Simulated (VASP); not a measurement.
# HfTi2Si2 (P4/mmm) in VASP: single point with PBE

Aim: the single point of HfTi2Si2 with PBE.

Everything below comes from runs of VASP 6.6.1. Logs are shortened: lines on timing, memory, paths and dates and some standing lists are left out, and cuts for length are marked.

### 1 The cell of the first run

It takes space group P4/mmm (No. 123, tetragonal). The conventional cell has a = 3.559 Å, b = 3.559 Å, c = 7.692 Å, α = 90.00°, β = 90.00°, γ = 90.00°. Hf (site symmetry 4/mmm) has 4 Si at 2.52 Å and 2 Ti at 2.66 Å within 3.3 Å. Ti (site symmetry 4mm) has 1 Ti at 2.37 Å and 1 Hf at 2.66 Å and 4 Si at 2.78 Å within 3.1 Å. Si (site symmetry 4/mmm) has 4 Hf at 2.52 Å within 3.3 Å. Si (site symmetry 4/mmm) has 8 Ti at 2.78 Å and 6 Si at 3.56 to 3.85 Å within 3.9 Å.

### 2 Single point, PBE

The input, POSCAR:

```
HfTi2Si2
1.0
    3.5589077810      0.0000000000      0.0000000000
    0.0000000000      3.5589077810      0.0000000000
    0.0000000000      0.0000000000      7.6918859757
Hf Ti Si
1 2 2
Direct
    0.0000000000      0.0000000000      0.0000000000
    0.0000000000      0.0000000000      0.3462205180
    0.0000000000      0.0000000000      0.6537794820
    0.5000000000      0.5000000000      0.0000000000
    0.5000000000      0.5000000000      0.5000000000
```

The input, INCAR.step1:

```
PREC = Accurate
ENCUT = 520
EDIFF = 1E-7
ISMEAR = 0
SIGMA = 0.1
LREAL = False
LASPH = True
NELM = 80
ALGO = Fast
ISIF = 2
LWAVE = False
LCHARG = True
LMAXMIX = 4
GGA = PE
NBANDS = 29
```

The input, KPOINTS.step1:

```
Automatic mesh
0
Gamma
  10 10 6
```

The input, INCAR.step2:

```
PREC = Accurate
ENCUT = 520
EDIFF = 1E-7
ISMEAR = -5
SIGMA = 0.1
LREAL = False
LASPH = True
NELM = 80
ALGO = Fast
ISIF = 2
LWAVE = False
LCHARG = False
LMAXMIX = 4
GGA = PE
LORBIT = 11
NEDOS = 2001
ICHARG = 11
```

The input, KPOINTS.step2:

```
Automatic mesh
0
Gamma
  15 15 9
```

Potentials or basis: VASP PAW PBE potentials, release 64 (Hf_pv, Ti_sv, Si).

Run with:

```sh
> cat potpaw_PBE.64/Hf_pv/POTCAR potpaw_PBE.64/Ti_sv/POTCAR potpaw_PBE.64/Si/POTCAR > POTCAR
> cp INCAR.step1 INCAR
> cp KPOINTS.step1 KPOINTS
> mpirun -np 1 vasp_std > vasp.out
> cp INCAR.step2 INCAR
> cp KPOINTS.step2 KPOINTS
> mpirun -np 1 vasp_std > vasp.out
```

OUTCAR:

```text
PREC = Accurate
   ENCUT = 520
   EDIFF = 1E-7
   ISMEAR = -5
   LREAL = False
   LASPH = True
   NELM = 80
   ISIF = 2
   GGA = PE
   LORBIT = 11
   ICHARG = 11

 ion  position               nearest neighbor table
   1  0.000  0.000  0.000-   4 2.52   4 2.52   4 2.52   4 2.52   2 2.66   3 2.66
   2  0.000  0.000  0.346-   3 2.37   1 2.66   5 2.78   5 2.78   5 2.78   5 2.78
   3  0.000  0.000  0.654-   2 2.37   1 2.66   5 2.78   5 2.78   5 2.78   5 2.78
   4  0.500  0.500  0.000-   1 2.52   1 2.52   1 2.52   1 2.52
   5  0.500  0.500  0.500-   2 2.78   3 2.78   2 2.78   3 2.78   2 2.78   3 2.78   2 2.78   3 2.78

  LATTYP: Found a simple tetragonal cell.
 ALAT       =     3.5589077810
 C/A-ratio  =     2.1613052231

  Lattice vectors:

 A1 = (   3.5589077810,   0.0000000000,   0.0000000000)
 A2 = (   0.0000000000,   3.5589077810,   0.0000000000)
 A3 = (   0.0000000000,   0.0000000000,   7.6918859757)

Analysis of symmetry for initial positions (statically):
=====================================================================
 Subroutine PRICEL returns:
 Original cell was already a primitive cell.

 Routine SETGRP: Setting up the symmetry group for a
 simple tetragonal supercell.

 Subroutine GETGRP returns: Found 16 space group operations
 (whereof 16 operations were pure point group operations)
 out of a pool of 16 trial point group operations.

The static configuration has the point symmetry D_4h.

Analysis of symmetry for dynamics (positions and initial velocities):
=====================================================================
 Subroutine PRICEL returns:
 Original cell was already a primitive cell.

 Routine SETGRP: Setting up the symmetry group for a
 simple tetragonal supercell.

 Subroutine GETGRP returns: Found 16 space group operations
 (whereof 16 operations were pure point group operations)
 out of a pool of 16 trial point group operations.

The dynamic configuration has the point symmetry D_4h.

 Subroutine INISYM returns: Found 16 space group operations
 (whereof 16 operations are pure point group operations),
 and found     1 'primitive' translations

----------------------------------------------------------------------------------------

                                     Primitive cell

  volume of cell :      97.4241

  direct lattice vectors                    reciprocal lattice vectors
     3.558907781  0.000000000  0.000000000     0.280985083  0.000000000  0.000000000
[... 108 lines left out ...]
   EFERMI =   0.00;   METHOD = LEGACY
   ISMEAR =    -5;   SIGMA  =   0.10  broadening in eV -4-tet -1-fermi 0-gaus
   EFERMI_NEDOS =   21; number of points for ismear=-14 and -15
   IALGO  =     68    algorithm
   IMIX   =      4    mixing-type and parameters
     AMIX     =   0.40;   BMIX     =  1.00
     AMIX_MAG =   1.60;   BMIX_MAG =  1.00
  volume/ion in A,a.u.               =      19.48       131.49
  Fermi-wavevector in a.u.,A,eV,Ry     =   1.236714  2.337050 20.809576  1.529461
  Thomas-Fermi vector in A             =   2.371311
   LORBIT       =     11    0 simple, 1 ext, 2 COOP (PROOUT), +10 PAW based schemes
   GGA     = PE    functional components
   LHFCALC =     F    Hartree Fock is set to
   AEXX    =    0.0000 exact exchange contribution
   IVDW    =     0    specifies the selected vdW correction
   LEPSILON=     F    determine dielectric tensor
   LRPA    =     F    only Hartree local field effects (RPA)
 non-spin polarized calculation
 RMM-DIIS sequential band-by-band and
 Fermi weights with tetrahedron method with Bloechl corrections
  energy-cutoff  :      520.00
  volume of cell :       97.42
 maximum number of plane-waves:      2653
 NGX is ok and might be reduce to    28

 number of electron      42.0000001 magnetization

 Free energy of the ion-electron system (eV)
  ---------------------------------------------------
  ext. energy  EPLUGINS =         0.00000000
  ---------------------------------------------------
  free energy    TOTEN  =       -35.26425450 eV

  energy without entropy =      -35.26425450  energy(sigma->0) =      -35.26425450

 E-fermi :   6.3177     XC(G=0): -10.5988

 val. band max:        6.3492539219   @ k =   0.4000   0.0000   0.0000
 cond. band min:       6.2576434338   @ k =   0.3333   0.2667   0.0000
 fundamental gap:     -0.0916104881
 Fermi energy:         6.3176567219

 k-point     1 :       0.0000    0.0000    0.0000
  band No.  band energies     occupation
      1     -50.6572      2.00000
      2     -50.4793      2.00000
      3     -27.2417      2.00000
      4     -26.9487      2.00000
      5     -26.9487      2.00000
      6     -26.8196      2.00000
[... 661 lines left out ...]
     24       7.2350      0.00000
     25       7.7695      0.00000

 [... further k-points ...]

------------------------ aborting loop because EDIFF is reached ----------------------------------------

  FORCE on cell =-STRESS in cart. coord.  units (eV):
  Direction    XX          YY          ZZ          XY          YZ          ZX
  --------------------------------------------------------------------------------------
  -------------------------------------------------------------------------------------
  Total        0.3937388      0.3937388      0.5069137      0.0000000      0.0000000      0.0000000
  in kB        6.4751893      6.4751893      8.3363956      0.0000000      0.0000000      0.0000000
  external PRESSURE =       7.0955914 kB  Pullay stress =       0.0000000 kB

 VOLUME and BASIS-vectors are now :
 -----------------------------------------------------------------------------
  energy-cutoff  :      520.00
  volume of cell :       97.42
      direct lattice vectors                 reciprocal lattice vectors
     3.558907781  0.000000000  0.000000000     0.280985083  0.000000000  0.000000000
     0.000000000  3.558907781  0.000000000     0.000000000  0.280985083  0.000000000
     0.000000000  0.000000000  7.691885976     0.000000000  0.000000000  0.130007127

 POSITION                                       TOTAL-FORCE (eV/Angst)
 -----------------------------------------------------------------------------------
      0.00000      0.00000      0.00000         0.000000     -0.000000      0.000000
      0.00000      0.00000      2.66309         0.000000      0.000000      0.177032
      0.00000      0.00000      5.02880        -0.000000      0.000000     -0.177032
      1.77945      1.77945      0.00000         0.000000     -0.000000      0.000000
      1.77945      1.77945      3.84594         0.000000     -0.000000      0.000000
 -----------------------------------------------------------------------------------
    total drift:                                0.000000     -0.000000      0.000000

  FREE ENERGIE OF THE ION-ELECTRON SYSTEM (eV)
  ---------------------------------------------------
  free  energy   TOTEN  =       -35.2642544959 eV

  energy  without entropy=      -35.2642544959  energy(sigma->0) =      -35.26425450

 total charge

# of ion       s       p       d       tot
------------------------------------------
    1        0.368   6.440   1.928   8.736
    2        2.200   6.052   2.041  10.293
    3        2.200   6.052   2.041  10.293
    4        0.837   0.895   0.000   1.732
    5        0.766   0.877   0.000   1.643
--------------------------------------------------
tot          6.371  20.316   6.010  32.697
```

OUTCAR.step1:

```text
PREC = Accurate
   ENCUT = 520
   EDIFF = 1E-7
   ISMEAR = 0
   LREAL = False
[... 1003 lines left out ...]
      0.00000      0.00000      2.66309        -0.000000      0.000000     -0.007240
      0.00000      0.00000      5.02880         0.000000      0.000000      0.007240
      1.77945      1.77945      0.00000        -0.000000      0.000000     -0.000000
      1.77945      1.77945      3.84594        -0.000000      0.000000     -0.000000
 -----------------------------------------------------------------------------------
    total drift:                                0.000000     -0.000000      0.000000

  FREE ENERGIE OF THE ION-ELECTRON SYSTEM (eV)
  ---------------------------------------------------
  free  energy   TOTEN  =       -35.2798594213 eV

  energy  without entropy=      -35.2638340903  energy(sigma->0) =      -35.27184676
```

OSZICAR.step1:

```text
N       E                     dE             d eps       ncg     rms          rms(c)
DAV:   1     0.406253531092E+03    0.40625E+03   -0.20920E+04  4888   0.151E+03
DAV:   2     0.844263413632E+01   -0.39781E+03   -0.38819E+03  4957   0.449E+02
DAV:   3    -0.352131248830E+02   -0.43656E+02   -0.42305E+02  8278   0.121E+02
[... 13 lines left out ...]
RMM:  59    -0.352798591189E+02   -0.89917E-07   -0.12531E-06  4376   0.264E-03    0.652E-04
RMM:  60    -0.352798592079E+02   -0.89031E-07   -0.12351E-06  4308   0.262E-03    0.653E-04
RMM:  61    -0.352798592836E+02   -0.75713E-07   -0.10904E-06  4375   0.258E-03    0.624E-04
RMM:  62    -0.352798593577E+02   -0.74070E-07   -0.10639E-06  4244   0.253E-03    0.635E-04
RMM:  63    -0.352798594213E+02   -0.63606E-07   -0.93867E-07  4293   0.255E-03
   1 F= -.35279859E+02 E0= -.35271847E+02  d E =-.160253E-01
```

Wall time 19 min (1 thread of Intel Xeon 6975P-C (Granite Rapids), shared host); peak memory 0.53 GiB.

Results:

- Valence electrons inside the program's atomic spheres: Hf 8.74; Ti 10.29; Si 1.73, 1.64

Caveat: spin-orbit coupling is left out, which moves the levels of the heavy elements; tetrahedron occupations give inexact forces and stress in metals.
